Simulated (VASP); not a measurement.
# AlNi (Pm-3m) in VASP: settings compared

AlNi is run at these levels: PBEsol, PBE, PBE0; tasks: single point.

Program: VASP 6.6.1. These are calculated values, not measurements. Logs are shortened: lines on timing, memory, paths and dates and some standing lists are left out, and cuts for length are marked.

**1. The cell of the first run**

Symmetry: Pm-3m, No. 221, cubic system. The conventional cell has a = 2.881 Å, b = 2.881 Å, c = 2.881 Å, α = 90.00°, β = 90.00°, γ = 90.00°. Within 3.3 Å of Ni (site symmetry m-3m) lie 8 Al at 2.50 Å and 6 Ni at 2.88 Å. Within 3.3 Å of Al (site symmetry m-3m) lie 8 Ni at 2.50 Å and 6 Al at 2.88 Å.

**2. Single point, PBEsol, collinear spin, ferromagnetic start**

The input, INCAR:

```
ALGO = Normal ; EDIFF = 1E-6
ENCUT = 690 ; GGA = PS
GGA_COMPAT = F ; ISIF = 2
ISMEAR = -1 ; ISPIN = 2
LASPH = T ; LCHARG = F
LMAXMIX = 4 ; LORBIT = 11
LREAL = F ; LWAVE = F
MAGMOM = 1 0 ; NBANDS = 22
NELM = 200 ; NUPDOWN = 1.0
PREC = Accurate ; SIGMA = 0.05
```

The input, KPOINTS:

```
k-points
0
Gamma
  8 8 8
```

The input, POSCAR:

```
AlNi
1.0
    2.8810000000      0.0000000000      0.0000000000
    0.0000000000      2.8810000000      0.0000000000
    0.0000000000      0.0000000000      2.8810000000
Ni Al
1 1
Direct
    0.5000000000      0.5000000000      0.5000000000
    0.0000000000      0.0000000000      0.0000000000
```

Potentials or basis: VASP PAW PBE potentials, release 64 (Ni_sv_GW, Al).

Launch:

```
$ cat potpaw_PBE.64/Ni_sv_GW/POTCAR potpaw_PBE.64/Al/POTCAR > POTCAR
$ mpirun -np 1 vasp_std > vasp.out
```

OUTCAR:

```text
EDIFF = 1E-6
   ENCUT = 690
   GGA = PS
   ISIF = 2
   ISMEAR = -1
   ISPIN = 2
   LASPH = T
   LORBIT = 11
   LREAL = F
   NELM = 200
   NUPDOWN = 1.0
   PREC = Accurate

 ion  position               nearest neighbor table
   1  0.500  0.500  0.500-   2 2.50   2 2.50   2 2.50   2 2.50   2 2.50   2 2.50   2 2.50   2 2.50

   2  0.000  0.000  0.000-   1 2.50   1 2.50   1 2.50   1 2.50   1 2.50   1 2.50   1 2.50   1 2.50

  LATTYP: Found a simple cubic cell.
 ALAT       =     2.8810000000

  Lattice vectors:

 A1 = (   2.8810000000,   0.0000000000,   0.0000000000)
 A2 = (   0.0000000000,   2.8810000000,   0.0000000000)
 A3 = (   0.0000000000,   0.0000000000,   2.8810000000)

Analysis of symmetry for initial positions (statically):
=====================================================================
 Subroutine PRICEL returns:
 Original cell was already a primitive cell.

 Routine SETGRP: Setting up the symmetry group for a
 simple cubic supercell.

 Subroutine GETGRP returns: Found 48 space group operations
 (whereof 48 operations were pure point group operations)
 out of a pool of 48 trial point group operations.

The static configuration has the point symmetry O_h .

Analysis of symmetry for dynamics (positions and initial velocities):
=====================================================================
 Subroutine PRICEL returns:
 Original cell was already a primitive cell.

 Routine SETGRP: Setting up the symmetry group for a
 simple cubic supercell.

 Subroutine GETGRP returns: Found 48 space group operations
 (whereof 48 operations were pure point group operations)
 out of a pool of 48 trial point group operations.

The dynamic configuration has the point symmetry O_h .

Analysis of structural, dynamic, and magnetic symmetry:
=====================================================================
 Subroutine PRICEL returns:
 Original cell was already a primitive cell.

 Routine SETGRP: Setting up the symmetry group for a
 simple cubic supercell.

 Subroutine GETGRP returns: Found 48 space group operations
 (whereof 48 operations were pure point group operations)
 out of a pool of 48 trial point group operations.

The overall configuration has the point symmetry O_h .

 Subroutine INISYM returns: Found 48 space group operations
 (whereof 48 operations are pure point group operations),
 and found     1 'primitive' translations

[... 117 lines left out ...]
  Thomas-Fermi vector in A             =   2.669867
   LORBIT       =     11    0 simple, 1 ext, 2 COOP (PROOUT), +10 PAW based schemes
   GGA     = PS    functional components
   LHFCALC =     F    Hartree Fock is set to
   AEXX    =    0.0000 exact exchange contribution
   IVDW    =     0    specifies the selected vdW correction
   LEPSILON=     F    determine dielectric tensor
   LRPA    =     F    only Hartree local field effects (RPA)
 spin polarized calculation
  energy-cutoff  :      690.00
  volume of cell :       23.91
 maximum number of plane-waves:      1021
 NGX is ok and might be reduce to    28
   NGX = 13   NGY = 13   NGZ = 13

 number of electron      20.9999980 magnetization       0.9999998

 Free energy of the ion-electron system (eV)
  ---------------------------------------------------
  ext. energy  EPLUGINS =         0.00000000
  ---------------------------------------------------
  free energy    TOTEN  =       -11.99247132 eV

  energy without entropy =      -11.98362549  energy(sigma->0) =      -11.98804841

 E-fermi :   8.5782     XC(G=0): -12.4681

 val. band max:       10.8558850447   @ k =   0.3750   0.3750   0.0000
 cond. band min:       8.6001055833   @ k =   0.5000   0.3750   0.1250
 fundamental gap:     -2.2557794614
 Fermi energy:        10.8706160272

 spin component 1

 k-point     1 :       0.0000    0.0000    0.0000
  band No.  band energies     occupation
      1     -94.5959      1.00000
      2     -55.1207      1.00000
      3     -55.1207      1.00000
      4     -55.1207      1.00000
      5      -2.1097      1.00000
      6       5.2718      1.00000
[... 589 lines left out ...]
     21      33.0393      0.00000
     22      35.4989      0.00000

 [... further k-points ...]

 spin component 2

 k-point     1 :       0.0000    0.0000    0.0000
  band No.  band energies     occupation
      1     -93.8144      1.00000
      2     -54.3577      1.00000
      3     -54.3577      1.00000
      4     -54.3577      1.00000
      5      -1.8024      1.00000
      6       6.0862      1.00000
[... 589 lines left out ...]
     21      33.3194      0.00000
     22      35.8952      0.00000

 [... further k-points ...]

------------------------ aborting loop because EDIFF is reached ----------------------------------------

  FORCE on cell =-STRESS in cart. coord.  units (eV):
  Direction    XX          YY          ZZ          XY          YZ          ZX
  --------------------------------------------------------------------------------------
  -------------------------------------------------------------------------------------
  Total       -0.0706966     -0.0706966     -0.0706966      0.0000000      0.0000000      0.0000000
  in kB       -4.7367386     -4.7367386     -4.7367386      0.0000000      0.0000000      0.0000000
  external PRESSURE =      -4.7367386 kB  Pullay stress =       0.0000000 kB

 VOLUME and BASIS-vectors are now :
 -----------------------------------------------------------------------------
  energy-cutoff  :      690.00
  volume of cell :       23.91
      direct lattice vectors                 reciprocal lattice vectors
     2.881000000  0.000000000  0.000000000     0.347101701  0.000000000  0.000000000
     0.000000000  2.881000000  0.000000000     0.000000000  0.347101701  0.000000000
     0.000000000  0.000000000  2.881000000     0.000000000  0.000000000  0.347101701

 POSITION                                       TOTAL-FORCE (eV/Angst)
 -----------------------------------------------------------------------------------
      1.44050      1.44050      1.44050         0.000000      0.000000      0.000000
      0.00000      0.00000      0.00000         0.000000      0.000000      0.000000
 -----------------------------------------------------------------------------------
    total drift:                                0.000000      0.000000      0.000000

  FREE ENERGIE OF THE ION-ELECTRON SYSTEM (eV)
  ---------------------------------------------------
  free  energy   TOTEN  =       -11.9924713222 eV

  energy  without entropy=      -11.9836254937  energy(sigma->0) =      -11.98804841

 total charge

# of ion       s       p       d       f       tot
--------------------------------------------------
    1        2.236   6.330   7.853   0.002  16.421
    2        0.381   0.419   0.000   0.000   0.800
--------------------------------------------------
tot          2.617   6.749   7.853   0.002  17.221

 magnetization (x)

# of ion       s       p       d       f       tot
--------------------------------------------------
    1        0.027   0.061   0.621   0.000   0.709
    2        0.010   0.050   0.000   0.000   0.060
--------------------------------------------------
tot          0.037   0.111   0.621   0.000   0.769
```

OSZICAR:

```text
N       E                     dE             d eps       ncg     rms          rms(c)
DAV:   1     0.198223980957E+03    0.19822E+03   -0.14423E+04  5094   0.331E+03
DAV:   2    -0.879643453896E+01   -0.20702E+03   -0.19692E+03  5026   0.790E+02
DAV:   3    -0.183788670709E+02   -0.95824E+01   -0.95471E+01  5004   0.183E+02
DAV:   4    -0.185750229601E+02   -0.19616E+00   -0.19611E+00  4438   0.133E+01
DAV:   5    -0.185812483917E+02   -0.62254E-02   -0.62248E-02  4252   0.234E+00    0.250E+01
DAV:   6    -0.278301575265E+02   -0.92489E+01   -0.12099E+02  4408   0.649E+02    0.320E+01
DAV:   7    -0.120960585318E+02    0.15734E+02   -0.42091E+01  4138   0.354E+02    0.425E+00
DAV:   8    -0.120113666959E+02    0.84692E-01   -0.11966E+00  5224   0.469E+01    0.168E+00
DAV:   9    -0.119959974638E+02    0.15369E-01   -0.80592E-02  5244   0.137E+01    0.693E-01
DAV:  10    -0.119923141924E+02    0.36833E-02   -0.10883E-02  5184   0.639E+00    0.188E-01
DAV:  11    -0.119925119382E+02   -0.19775E-03   -0.48440E-04  5516   0.632E-01    0.807E-02
DAV:  12    -0.119924743285E+02    0.37610E-04   -0.16728E-04  5080   0.788E-01    0.321E-02
DAV:  13    -0.119924707372E+02    0.35913E-05   -0.44621E-06  4498   0.863E-02    0.128E-02
DAV:  14    -0.119924713222E+02   -0.58499E-06   -0.25173E-06  3148   0.745E-02
   1 F= -.11992471E+02 E0= -.11988048E+02  d E =-.884583E-02  mag=     1.0000
```

stdout:

```text
POSCAR found type information on POSCAR NiAl
 POSCAR found :  2 types and       2 ions
 scaLAPACK will be used
 -----------------------------------------------------------------------------
|                                                                             |
|                                                                             |
|     You enforced a specific xc type in the INCAR file but a different       |
|     I HOPE YOU KNOW WHAT YOU ARE DOING!                                     |
|                                                                             |
 -----------------------------------------------------------------------------

 LDA part: xc-table for (Slater+PW92), standard interpolation
 POSCAR, INCAR and KPOINTS ok, starting setup
 FFT: planning ... GRIDC
 FFT: planning ... GRID_SOFT
 FFT: planning ... GRID
 WAVECAR not read
 entering main loop
```

Wall time 62 s (1 thread of Intel Xeon Platinum 8488C (Sapphire Rapids), shared host); peak memory 0.21 GiB.

What came out:

```
Free energy                                           : -11.9925 eV
Pressure                                              : -0.5 GPa
Net moment                                            : 1.00 μB per cell
Site moments                                          : Ni +0.71; Al +0.06 μB
Valence electrons inside the program's atomic spheres : Ni 16.42; Al 0.80
```

Caveat: the PAW data sets were made with another functional, which shifts forces and pressure a little; the total moment is fixed, so each spin has its own Fermi level and the state may be an excited one.

**3. Single point, PBE, collinear spin, ferromagnetic start**

The input, INCAR:

```
ALGO = Normal
EDIFF = 1E-6
ENCUT = 690
GGA = PE
GGA_COMPAT = F
ISIF = 2
ISMEAR = -1
ISPIN = 2
LASPH = T
LCHARG = F
LMAXMIX = 4
LORBIT = 11
LREAL = F
LWAVE = F
MAGMOM = 1.2 0
NBANDS = 22
NELM = 200
NUPDOWN = 1.2
PREC = Accurate
SIGMA = 0.05
```

KPOINTS is that of step 2.

POSCAR is that of step 2.

Potentials or basis: VASP PAW PBE potentials, release 64 (Ni_sv_GW, Al).

Launch:

```
$ cat potpaw_PBE.64/Ni_sv_GW/POTCAR potpaw_PBE.64/Al/POTCAR > POTCAR
$ mpirun -np 1 vasp_std > vasp.out
```

It took 1.7 min on 1 thread of AMD EPYC 7R13 (Zen 3), shared host; peak memory 0.18 GiB.

The run converged. Its results:

| Quantity | Value |
| --- | --- |
| Free energy | -10.7233 eV |
| Pressure | 6.7 GPa |
| Net moment | 1.20 μB per cell |
| Site moments | Ni +0.84; Al +0.07 μB |
| Valence electrons inside the program's atomic spheres | Ni 16.41; Al 0.80 |

Caveat: the cell stands under pressure; the total moment is fixed, so each spin has its own Fermi level and the state may be an excited one.

**4. Single point, PBE0, collinear spin, ferromagnetic start**

This run uses another cell than the first one, of 11.72 Å³/atom.

The input, POSCAR:

```
AlNi
1.0
    2.8616638469      0.0000000000      0.0000000000
    0.0000000000      2.8616638469      0.0000000000
    0.0000000000      0.0000000000      2.8616638469
Ni Al
1 1
Direct
    0.5000000000      0.5000000000      0.5000000000
    0.0000000000      0.0000000000      0.0000000000
```

The input, INCAR.step1:

```
SYSTEM = AlNi
ALGO = Normal ; EDIFF = 1E-5
ENCUT = 520 ; GGA = PE
ISIF = 2 ; ISMEAR = -1
ISPIN = 2 ; LASPH = .TRUE.
LMAXMIX = 4 ; LORBIT = 11
LREAL = .FALSE. ; LWAVE = .TRUE.
MAGMOM = 1 0 ; NBANDS = 18
NELM = 150 ; PREC = Accurate
SIGMA = 0.05
```

The input, INCAR.step2:

```
SYSTEM = AlNi
AEXX = 0.25 ; ALGO = Normal
EDIFF = 1E-7 ; ENCUT = 520
GGA = PE ; ISIF = 2
ISMEAR = -1 ; ISPIN = 2
ISTART = 1 ; LASPH = .TRUE.
LCHARG = .TRUE. ; LELF = .TRUE.
LHFCALC = .TRUE. ; LMAXMIX = 4
LORBIT = 11 ; LREAL = .FALSE.
LVHAR = .TRUE. ; LWAVE = .FALSE.
MAGMOM = 1 0 ; NBANDS = 18
NELM = 150 ; PREC = Accurate
PRECFOCK = Normal ; SIGMA = 0.05
```

The input, KPOINTS:

```
k-points
0
G
  6 6 6
  0 0 0
```

Potentials or basis: VASP PAW PBE potentials, release 64 (Ni, Al).

Launch:

```
$ cat potpaw_PBE.64/Ni/POTCAR potpaw_PBE.64/Al/POTCAR > POTCAR
$ cp INCAR.step1 INCAR
$ mpirun -np 1 vasp_std > vasp.out
$ cp INCAR.step2 INCAR
$ mpirun -np 1 vasp_std > vasp.out
```

It took 46 min on 1 thread of Oxide Virtual Turin-like, shared host; peak memory 0.14 GiB.

Results (log left out):

| Quantity | Value |
| --- | --- |
| Free energy | -12.7856 eV |
| Pressure | 0.6 GPa |
| Net moment | 0.10 μB per cell |
| Site moments | Ni +0.09; Al +0.01 μB |
| Valence electrons inside the program's atomic spheres | Ni 9.59; Al 0.88 |

Levels at points of the mesh, in eV from the Fermi level:
Spin up:
```csv
k point,band 5,band 6,band 7,band 8,band 9,band 10
"(0.00, 0.00, 0.00)",-3.13,-3.13,6.54,6.54,6.54,9.28
"(0.50, 0.00, 0.00)",-3.94,-3.04,-1.98,9.32,11.46,11.46
"(0.50, 0.50, 0.00)",-3.74,-3.74,-2.61,2.14,3.12,13.78
"(0.50, 0.50, 0.50)",-2.54,2.56,2.56,2.56,4.68,5.29
```
Spin down:
| k point | band 3 | band 4 | band 5 | band 6 | band 7 | band 8 | band 9 | band 10 |
| --- | --- | --- | --- | --- | --- | --- | --- | --- |
| (0.00, 0.00, 0.00) | -4.86 | -3.06 | -3.06 | -3.06 | 6.59 | 6.59 | 6.59 | 9.42 |
| (0.50, 0.00, 0.00) | -4.33 | -3.87 | -3.87 | -2.98 | -1.49 | 9.34 | 11.48 | 11.48 |
| (0.50, 0.50, 0.00) | -3.90 | -3.90 | -3.68 | -3.68 | -2.20 | 2.31 | 3.18 | 13.81 |
| (0.50, 0.50, 0.50) | -5.90 | -2.15 | -2.15 | 2.56 | 2.56 | 2.56 | 4.71 | 5.34 |

Caveat: the k points lie up to 0.37 Å⁻¹ apart; the PAW data sets were made with another functional, which shifts forces and pressure a little.

**5. Summary**

```tsv
level	potentials or basis	fixed moment (μB)	cell	k mesh	cutoff (eV)	grid for exact exchange (PRECFOCK)	share of exact exchange	pressure (GPa)	moment (μB)
PBEsol	VASP PAW PBE potentials, release 64 (Ni_sv_GW, Al)	1.0	a = 2.881 Å, 2 atoms	8 × 8 × 8	690	-	-	-0.5	1.00
PBE	VASP PAW PBE potentials, release 64 (Ni_sv_GW, Al)	1.2	a = 2.881 Å, 2 atoms	8 × 8 × 8	690	-	-	6.7	1.20
PBE0	VASP PAW PBE potentials, release 64 (Ni, Al)	-	a = 2.862 Å, 2 atoms	6 × 6 × 6	520	Normal	0.25	0.6	0.10
```

Alike in all rows: task single point; spin collinear, ferromagnetic start; smearing fermi-dirac 0.05 eV.

Caveats: some runs use coarse meshes; the PAW data sets were made with another functional, which shifts forces and pressure a little (at least some runs); the total moment is fixed, so each spin has its own Fermi level and the state may be an excited one (at least some runs); the cell stands under pressure (at least some runs).

Absolute energies hang on the potentials; compare differences alone.
